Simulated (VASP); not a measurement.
# KAg4Sb3 (P4/mmm) in VASP: single point with PBE

Aim: the single point of KAg4Sb3 with PBE.

Everything below comes from runs of VASP 6.6.1. Logs are shortened: lines on timing, memory, paths and dates and some standing lists are left out, and cuts for length are marked.

### 1 The cell of the first run

The structure is tetragonal, space group P4/mmm (No. 123). The conventional cell has a = 4.896 Å, b = 4.896 Å, c = 8.793 Å, α = 90.00°, β = 90.00°, γ = 90.00°. Within 4.9 Å of K (site symmetry 4/mmm) lie 10 Sb at 3.75 to 4.40 Å and 8 Ag at 3.76 Å and 4 K at 4.90 Å. Ag (site symmetry 2mm) has 4 Sb at 2.83 to 2.89 Å and 5 Ag at 3.08 to 3.46 Å and 2 K at 3.76 Å within 3.8 Å. Within 3.8 Å of Sb (site symmetry 4mm) lie 4 Ag at 2.83 Å and 1 Sb at 2.86 Å and 4 K at 3.75 Å. Sb (site symmetry 4/mmm) has 8 Ag at 2.89 Å within 3.8 Å.

The cell was built from a structure type or drawn by symmetry, and may not be a known phase.

### 2 Single point, PBE

The input, INCAR:

```
SYSTEM = KAg4Sb3
PREC = Accurate ; ENCUT = 520
EDIFF = 1E-7 ; ISMEAR = 0
SIGMA = 0.1 ; LREAL = .False.
LASPH = .True. ; NELM = 100
ALGO = Fast ; ISIF = 2
LWAVE = .False. ; LCHARG = .True.
GGA = PE ; LELF = .True.
LVHAR = .True. ; NBANDS = 44
```

The input, KPOINTS:

```
regular mesh
0
Gamma
  8 8 4
  0 0 0
```

The input, POSCAR:

```
KAg4Sb3
1.0
    4.8962083235      0.0000000000      0.0000000000
    0.0000000000      4.8962083235      0.0000000000
    0.0000000000      0.0000000000      8.7932320884
K Ag Sb
1 4 3
Direct
    0.0000000000      0.0000000000      0.5000000000
    0.0000000000      0.5000000000      0.1751219464
    0.5000000000      0.0000000000      0.1751219464
    0.0000000000      0.5000000000      0.8248780536
    0.5000000000      0.0000000000      0.8248780536
    0.5000000000      0.5000000000      0.3371301800
    0.5000000000      0.5000000000      0.6628698200
    0.0000000000      0.0000000000      0.0000000000
```

Potentials or basis: VASP PAW PBE potentials, release 64 (K_sv, Ag, Sb).

Launch:

```
cat potpaw_PBE.64/K_sv/POTCAR potpaw_PBE.64/Ag/POTCAR potpaw_PBE.64/Sb/POTCAR > POTCAR
mpirun -np 1 vasp_std > vasp.out
```

OUTCAR:

```text
SYSTEM = KAg4Sb3
   PREC = Accurate
   ENCUT = 520
   EDIFF = 1E-7
   ISMEAR = 0
   LREAL = .False.
   LASPH = .True.
   NELM = 100
   ISIF = 2
   GGA = PE

 ion  position               nearest neighbor table
   1  0.000  0.000  0.500-   6 3.75   7 3.75   6 3.75   7 3.75   6 3.75   7 3.75   6 3.75   7 3.75

   2  0.000  0.500  0.175-   6 2.83   6 2.83   8 2.89   8 2.89   4 3.08   3 3.46   3 3.46   3 3.46
                             3 3.46
   3  0.500  0.000  0.175-   6 2.83   6 2.83   8 2.89   8 2.89   5 3.08   2 3.46   2 3.46   2 3.46
                             2 3.46
   4  0.000  0.500  0.825-   7 2.83   7 2.83   8 2.89   8 2.89   2 3.08   5 3.46   5 3.46   5 3.46
                             5 3.46
   5  0.500  0.000  0.825-   7 2.83   7 2.83   8 2.89   8 2.89   3 3.08   4 3.46   4 3.46   4 3.46
                             4 3.46
   6  0.500  0.500  0.337-   2 2.83   3 2.83   3 2.83   2 2.83   7 2.86   1 3.75   1 3.75   1 3.75
                             1 3.75
   7  0.500  0.500  0.663-   4 2.83   5 2.83   5 2.83   4 2.83   6 2.86   1 3.75   1 3.75   1 3.75
                             1 3.75
   8  0.000  0.000  0.000-   2 2.89   3 2.89   4 2.89   5 2.89   2 2.89   4 2.89   3 2.89   5 2.89

  LATTYP: Found a simple tetragonal cell.
 ALAT       =     4.8962083235
 C/A-ratio  =     1.7959268698

  Lattice vectors:

 A1 = (   4.8962083235,   0.0000000000,   0.0000000000)
 A2 = (   0.0000000000,   4.8962083235,   0.0000000000)
 A3 = (   0.0000000000,   0.0000000000,   8.7932320884)

Analysis of symmetry for initial positions (statically):
=====================================================================
 Subroutine PRICEL returns:
 Original cell was already a primitive cell.

 Routine SETGRP: Setting up the symmetry group for a
 simple tetragonal supercell.

 Subroutine GETGRP returns: Found 16 space group operations
 (whereof 16 operations were pure point group operations)
 out of a pool of 16 trial point group operations.

The static configuration has the point symmetry D_4h.

Analysis of symmetry for dynamics (positions and initial velocities):
=====================================================================
 Subroutine PRICEL returns:
 Original cell was already a primitive cell.

 Routine SETGRP: Setting up the symmetry group for a
 simple tetragonal supercell.

 Subroutine GETGRP returns: Found 16 space group operations
 (whereof 16 operations were pure point group operations)
 out of a pool of 16 trial point group operations.

The dynamic configuration has the point symmetry D_4h.

 Subroutine INISYM returns: Found 16 space group operations
 (whereof 16 operations are pure point group operations),
 and found     1 'primitive' translations

----------------------------------------------------------------------------------------

                                     Primitive cell

  volume of cell :     210.7989

  direct lattice vectors                    reciprocal lattice vectors
     4.896208323  0.000000000  0.000000000     0.204239676  0.000000000  0.000000000
     0.000000000  4.896208323  0.000000000     0.000000000  0.204239676  0.000000000
     0.000000000  0.000000000  8.793232088     0.000000000  0.000000000  0.113723826

  length of vectors
     4.896208323  4.896208323  8.793232088     0.204239676  0.204239676  0.113723826

  position of ions in fractional coordinates (direct lattice)
     0.000000000  0.000000000  0.500000000
     0.000000000  0.500000000  0.175121946
     0.500000000  0.000000000  0.175121946
     0.000000000  0.500000000  0.824878054
     0.500000000  0.000000000  0.824878054
     0.500000000  0.500000000  0.337130180
     0.500000000  0.500000000  0.662869820
     0.000000000  0.000000000  0.000000000

  ion indices of the primitive-cell ions
   primitive index   ion index
                 1           1
                 2           2
                 3           3
                 4           4
                 5           5
                 6           6
                 7           7
                 8           8

----------------------------------------------------------------------------------------

 KPOINTS: regular mesh

Automatic generation of k-mesh.
 Grid dimensions read from file:
 generate k-points for:    8    8    4

 Generating k-lattice:

  Cartesian coordinates                     Fractional coordinates (reciprocal lattice)
     0.025529959  0.000000000  0.000000000     0.125000000  0.000000000  0.000000000
     0.000000000  0.025529959  0.000000000     0.000000000  0.125000000  0.000000000
     0.000000000  0.000000000  0.028430957     0.000000000  0.000000000  0.250000000

  Length of vectors
     0.025529959  0.025529959  0.028430957

  Shift w.r.t. Gamma in fractional coordinates (k-lattice)
     0.000000000  0.000000000  0.000000000

 Subroutine IBZKPT returns following result:
 ===========================================

 Found     45 irreducible k-points:

 Following reciprocal coordinates:
            Coordinates               Weight
  0.000000  0.000000  0.000000      1.000000
  0.125000  0.000000  0.000000      4.000000
  0.250000  0.000000  0.000000      4.000000
  0.375000  0.000000  0.000000      4.000000
  0.500000  0.000000  0.000000      2.000000
  0.125000  0.125000  0.000000      4.000000
[... 16 lines left out ...]
  0.375000  0.125000  0.250000     16.000000
  0.500000  0.125000  0.250000      8.000000
 [... further k-points ...]
   k-points           NKPTS =     45   k-points in BZ     NKDIM =     45   number of bands    NBANDS=     44
   number of dos      NEDOS =    301   number of ions     NIONS =      8
   total plane-waves  NPLWV =  90720
   dimension x,y,z NGX =    36 NGY =   36 NGZ =   70
   dimension x,y,z NGXF=    72 NGYF=   72 NGZF=  140
   ions per type =               1   4   3
   NGX,Y,Z   is equivalent  to a cutoff of  12.22, 12.22, 13.23 a.u.
   NGXF,Y,Z  is equivalent  to a cutoff of  24.45, 24.45, 26.47 a.u.
 SYSTEM =  KAg4Sb3
   PREC   = accura    normal or accurate (medium, high low for compatibility)
   ISTART =      0    job   : 0-new  1-cont  2-samecut
   ICHARG =      2    charge: 1-file 2-atom 10-const
   ISPIN  =      1    spin polarized calculation?
   LNONCOLLINEAR =      F non collinear calculations
   LSORBIT =      F    spin-orbit coupling
   LASPH  =      T    aspherical Exc in radial PAW
   ENCUT  =  520.0 eV  38.22 Ry    6.18 a.u.   9.10  9.10 16.35*2*pi/ulx,y,z
   NELM   =    100;   NELMIN=  2; NELMDL= -5     # of ELM steps
   EDIFF  = 0.1E-06   stopping-criterion for ELM
   LREAL  =      F    real-space projection
   EDIFFG = 0.1E-05   stopping-criterion for IOM
   NSW    =      0    number of steps for IOM
   IBRION =     -1    ionic relax: 0-MD 1-quasi-New 2-CG
   NFREE  =      0    steps in history (QN), initial steepest desc. (CG)
   ISIF   =      2    stress and relaxation
   ISYM   =      2    0-nonsym 1-usesym 2-fastsym
   POTIM  = 0.5000    time-step for ionic-motion
   TEBEG  =    0.0;   TEEND  =   0.0 temperature during run
   PSTRESS=    0.0 pullay stress
   NELECT =      68.0000    total number of electrons
   NUPDOWN=      -1.0000    fix difference up-down
   EMIN   =  10.00;   EMAX   =-10.00  energy-range for DOS
   EFERMI =   0.00;   METHOD = LEGACY
   ISMEAR =     0;   SIGMA  =   0.10  broadening in eV -4-tet -1-fermi 0-gaus
   EFERMI_NEDOS =   21; number of points for ismear=-14 and -15
   IALGO  =     68    algorithm
   IMIX   =      4    mixing-type and parameters
     AMIX     =   0.40;   BMIX     =  1.00
     AMIX_MAG =   1.60;   BMIX_MAG =  1.00
  volume/ion in A,a.u.               =      26.35       177.82
  Fermi-wavevector in a.u.,A,eV,Ry     =   1.122764  2.121716 17.151482  1.260598
  Thomas-Fermi vector in A             =   2.259426
   LORBIT       =      0    0 simple, 1 ext, 2 COOP (PROOUT), +10 PAW based schemes
   GGA     = PE    functional components
   LHFCALC =     F    Hartree Fock is set to
   AEXX    =    0.0000 exact exchange contribution
   IVDW    =     0    specifies the selected vdW correction
   LEPSILON=     F    determine dielectric tensor
   LRPA    =     F    only Hartree local field effects (RPA)
 non-spin polarized calculation
 RMM-DIIS sequential band-by-band and
 Gauss-broadening in eV      SIGMA  =   0.10
  energy-cutoff  :      520.00
  volume of cell :      210.80
 maximum number of plane-waves:      5700
   NGX = 19   NGY = 19   NGZ = 33

 number of electron      67.9999994 magnetization

 Free energy of the ion-electron system (eV)
  ---------------------------------------------------
  ext. energy  EPLUGINS =         0.00000000
  ---------------------------------------------------
  free energy    TOTEN  =       -25.08487419 eV

  energy without entropy =      -25.06770595  energy(sigma->0) =      -25.07629007

 E-fermi :   5.4664     XC(G=0):  -9.6915

 val. band max:        5.4549549458   @ k =   0.3750   0.1250   0.2500
 cond. band min:       5.4699993571   @ k =   0.1250   0.1250   0.0000
 fundamental gap:      0.0150444113
 Fermi energy:         5.4663812317

 k-point     1 :       0.0000    0.0000    0.0000
  band No.  band energies     occupation
      1     -25.0035      2.00000
      2      -8.5230      2.00000
      3      -8.5210      2.00000
      4      -8.5210      2.00000
      5      -5.0777      2.00000
      6      -4.2397      2.00000
[... 36 lines left out ...]
     43      10.8071      0.00000
     44      10.8400      0.00000

 k-point     2 :       0.1250    0.0000    0.0000
  band No.  band energies     occupation
      1     -25.0034      2.00000
      2      -8.5295      2.00000
      3      -8.5217      2.00000
      4      -8.5201      2.00000
      5      -5.0248      2.00000
      6      -4.2288      2.00000
[... 36 lines left out ...]
     43      10.2622      0.00000
     44      10.6761      0.00000

 k-point     3 :       0.2500    0.0000    0.0000
  band No.  band energies     occupation
      1     -25.0031      2.00000
      2      -8.5499      2.00000
      3      -8.5184      2.00000
      4      -8.5180      2.00000
      5      -4.8856      2.00000
      6      -4.2095      2.00000
[... 976 lines left out ...]
     43      10.5444      0.00000
     44      10.8423      0.00000

 k-point    24 :       0.5000    0.1250    0.2500
  band No.  band energies     occupation
      1     -25.0025      2.00000
      2      -8.5740      2.00000
      3      -8.5204      2.00000
      4      -8.5131      2.00000
      5      -4.6170      2.00000
      6      -4.1857      2.00000
[... 36 lines left out ...]
     43      10.5083      0.00000
     44      10.9156      0.00000

 [... further k-points ...]
[... 5 lines left out ...]
  --------------------------------------------------------------------------------------
  -------------------------------------------------------------------------------------
  Total       -0.1327293     -0.1327293     -0.0773694      0.0000000     -0.0000000      0.0000000
  in kB       -1.0088091     -1.0088091     -0.5880459      0.0000000     -0.0000000      0.0000000
  external PRESSURE =      -0.8685547 kB  Pullay stress =       0.0000000 kB

 VOLUME and BASIS-vectors are now :
 -----------------------------------------------------------------------------
  energy-cutoff  :      520.00
  volume of cell :      210.80
      direct lattice vectors                 reciprocal lattice vectors
     4.896208323  0.000000000  0.000000000     0.204239676  0.000000000  0.000000000
     0.000000000  4.896208323  0.000000000     0.000000000  0.204239676  0.000000000
     0.000000000  0.000000000  8.793232088     0.000000000  0.000000000  0.113723826

 POSITION                                       TOTAL-FORCE (eV/Angst)
 -----------------------------------------------------------------------------------
      0.00000      0.00000      4.39662        -0.000000     -0.000000      0.000000
      0.00000      2.44810      1.53989         0.000000      0.000000     -0.003721
      2.44810      0.00000      1.53989        -0.000000     -0.000000     -0.003721
      0.00000      2.44810      7.25334        -0.000000      0.000000      0.003721
      2.44810      0.00000      7.25334         0.000000     -0.000000      0.003721
      2.44810      2.44810      2.96446        -0.000000     -0.000000     -0.022932
      2.44810      2.44810      5.82877        -0.000000      0.000000      0.022932
      0.00000      0.00000      0.00000        -0.000000     -0.000000      0.000000
 -----------------------------------------------------------------------------------
    total drift:                                0.000000     -0.000000      0.000000

  FREE ENERGIE OF THE ION-ELECTRON SYSTEM (eV)
  ---------------------------------------------------
  free  energy   TOTEN  =       -25.0848741916 eV

  energy  without entropy=      -25.0677059484  energy(sigma->0) =      -25.07629007
```

It took 10 min on 1 thread of Intel Xeon Platinum 8259CL at 2.50GHz (Skylake/Cascade Lake), shared host; peak memory 0.53 GiB.

Results:

```
Free energy            : -25.0849 eV
Pressure               : -0.1 GPa
Largest force          : 0.023 eV/Å
Band gap on the k mesh : zero (bands 34 and 35 overlap by 2.61 eV)
```

Forces in eV/Å, atoms in the order of the input:
```
K    0.000  0.000  0.000
Ag   0.000  0.000 -0.004
Ag   0.000  0.000 -0.004
Ag   0.000  0.000  0.004
Ag   0.000  0.000  0.004
Sb   0.000  0.000 -0.023
Sb   0.000  0.000  0.023
Sb   0.000  0.000  0.000
```

Caveat: spin-orbit coupling is left out, which moves the levels of the heavy elements.
